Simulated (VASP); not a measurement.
Ca2C:

```
CELL_PARAMETERS angstrom
0.00000 3.12858 3.12858
3.12858 0.00000 3.12858
3.12858 3.12858 0.00000
ATOMIC_POSITIONS crystal
C 0.00000 0.00000 0.00000
Ca 0.25000 0.25000 0.25000
Ca 0.75000 0.75000 0.75000
```

Base run:

| Item | Value |
| --- | --- |
| Program | VASP 6.6.1 |
| Functional | PBE |
| Potentials or basis | VASP PAW PBE potentials, release 64 (C, Ca_sv) |
| Cutoff | 520 eV |
| k mesh | 6 × 6 × 6 |
| Occupations | gaussian, width 0.01 eV |
| Spin | no spin polarisation |

Its results: band gap on the k mesh 0.20 eV; pressure 0.9 GPa.

**Question.** After a change of settings the same cell gave: band gap on the k mesh 0.40 eV; pressure 0.4 GPa. Which change was it?
A. functional from PBE to r2SCAN
B. further incar settings from ALGO = Normal; EDIFF = 1e-06; NBANDS = 19 to ALGO = Normal; EDIFF = 1e-07; NBANDS = 19
C. functional from PBE to HSE06; k mesh from 6 × 6 × 6 to 4 × 4 × 4

**Answer.** A.

Caveats: the PAW data sets were made with another functional, which shifts forces and pressure a little (at least some runs).
